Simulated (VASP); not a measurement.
Set up this calculation in VASP 6.6.1, as the native input.

| Quantity | Value |
| --- | --- |
| Task | single point |
| Functional | LDA |
| Potentials or basis | VASP PAW LDA potentials, release 64 (Al) |
| Cutoff | 520 eV |
| k mesh | 18 × 18 × 18 |
| Occupations | gaussian, width 0.05 eV |
| Spin | no spin polarisation |
| Dipole correction | no |
| Further INCAR settings | ALGO = Normal; EDIFF = 1e-06; NBANDS = 8 |

The structure of Al lies in POSCAR:

```
Al
1.0
    0.0000000000      1.9923889071      1.9923889071
    1.9923889071      0.0000000000      1.9923889071
    1.9923889071      1.9923889071      0.0000000000
Al
1
Direct
    0.0000000000      0.0000000000      0.0000000000
```

These files were run (other wordings do the same):

INCAR

```
ALGO = Normal ; EDIFF = 1E-6
ENCUT = 520 ; GGA = CA
ISIF = 2 ; ISMEAR = 0
LASPH = T ; LCHARG = T
LELF = T ; LREAL = F
LVHAR = T ; LWAVE = F
NBANDS = 8 ; NELM = 80
PREC = Accurate ; SIGMA = 0.05
```

KPOINTS

```
k-points
0
Gamma
  18 18 18
```

Potentials or basis: VASP PAW LDA potentials, release 64 (Al).

Command:

```bash
$ cat potpaw_LDA.64/Al/POTCAR > POTCAR
$ mpirun -np 1 vasp_std > vasp.out
```

Results of the run:

| Property | Result |
| --- | --- |
| Pressure | 0.0 GPa |

Wall time 9.4 s on 1 thread of Intel Xeon 6975P-C, on a shared host, peak memory 0.13 GiB.
